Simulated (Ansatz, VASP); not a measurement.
# Two plane-wave programs on Si

INCAR

```
SYSTEM = Si
PREC = Accurate ; ENCUT = 500
EDIFF = 1E-6 ; ISMEAR = 0
SIGMA = 0.15 ; LREAL = .False.
LASPH = .True. ; NELM = 120
ALGO = Normal ; ISIF = 2
LWAVE = .False. ; LCHARG = .False.
GGA = CA ; NBANDS = 46
GGA_COMPAT = .False.
```

File KPOINTS:

```
regular mesh
0
Gamma
  7 7 4
  0 0 0
```

Contents of POSCAR:

```
Si
1.0
   -3.2836945321      3.2836945321     -3.2836945321
   -3.2836945321     -3.2836945321      3.2836945321
    0.0000000000      7.2744958454      7.2744958454
Si
16
Direct
    0.8977581535      0.8977581535      0.7232680193
    0.3977581535      0.3977581535      0.2718697916
    0.2500000000      0.9544836931      0.8566635566
    0.7500000000      0.4544836931      0.4052653288
    0.6477581535      0.1477581535      0.7643599799
    0.1477581535      0.6477581535      0.3129617522
    0.7044836931      0.5000000000      0.6309644427
    0.2044836931      0.0000000000      0.1795662150
    0.6022418465      0.6022418465      0.0872626384
    0.1022418465      0.1022418465      0.5386608661
    0.2500000000      0.5455163069      0.8566635566
    0.7500000000      0.0455163069      0.4052653288
    0.8522418465      0.3522418465      0.0461706777
    0.3522418465      0.8522418465      0.4975689055
    0.2955163069      0.5000000000      0.6309644427
    0.7955163069      0.0000000000      0.1795662150
```

Input for Ansatz:

```yaml
crystal:
  lattice:
    - [-3.2836945321, 3.2836945321, -3.2836945321]
    - [-3.2836945321, -3.2836945321, 3.2836945321]
    - [0.0, 7.2744958454, 7.2744958454]
  atoms:
    - { symbol: Si, position: [0.8977581535, 0.8977581535, 0.7232680193] }
    - { symbol: Si, position: [0.3977581535, 0.3977581535, 0.2718697916] }
    - { symbol: Si, position: [0.25, 0.9544836931, 0.8566635566] }
    - { symbol: Si, position: [0.75, 0.4544836931, 0.4052653288] }
    - { symbol: Si, position: [0.6477581535, 0.1477581535, 0.7643599799] }
    - { symbol: Si, position: [0.1477581535, 0.6477581535, 0.3129617522] }
    - { symbol: Si, position: [0.7044836931, 0.5, 0.6309644427] }
    - { symbol: Si, position: [0.2044836931, 0.0, 0.179566215] }
    - { symbol: Si, position: [0.6022418465, 0.6022418465, 0.0872626384] }
    - { symbol: Si, position: [0.1022418465, 0.1022418465, 0.5386608661] }
    - { symbol: Si, position: [0.25, 0.5455163069, 0.8566635566] }
    - { symbol: Si, position: [0.75, 0.0455163069, 0.4052653288] }
    - { symbol: Si, position: [0.8522418465, 0.3522418465, 0.0461706777] }
    - { symbol: Si, position: [0.3522418465, 0.8522418465, 0.4975689055] }
    - { symbol: Si, position: [0.2955163069, 0.5, 0.6309644427] }
    - { symbol: Si, position: [0.7955163069, 0.0, 0.179566215] }
basis:
  ecutwfc: 420
kpoints:
  mp_grid: { grid: [7, 7, 4] }
hamiltonian:
  xc: lda
scf:
  occupations: { method: gaussian, width: 0.15 }
output:
  forces: true
  stress: true
  eigenvalues: true
```

Alike in both runs: task single point; functional LDA; k mesh 7 × 7 × 4; occupations gaussian, width 0.15 eV; no spin polarisation.

|  | VASP | Ansatz |
| --- | --- | --- |
| version | VASP 6.6.1 | Ansatz 0.2.0 |
| potentials or method | VASP PAW LDA potentials, release 64 (Si), cutoff 500 eV | scalar-relativistic, plane waves, PAW |
| valence electrons in the cell | 64 | 64 |

|  | VASP | Ansatz | Ansatz less VASP |
| --- | --- | --- | --- |
| gap on the k mesh at the Fermi level (eV) | none | none | - |
| pressure (GPa) | -3.6 | -3.6 | -0.03 |
| traceless stress, the component that is largest in VASP (GPa) | -2.59 | -2.57 | +0.019 |
| rms of the force components (eV/Å) | 0.490 | 0.488 | -0.0022 |

LDA's correlation is that of Perdew and Zunger in VASP and of Perdew and Wang (1992) in Ansatz. Atom by atom the forces differ by 0.004 eV/Å (rms over components). A gap of «none» marks a metal or a gap that the smearing closes.
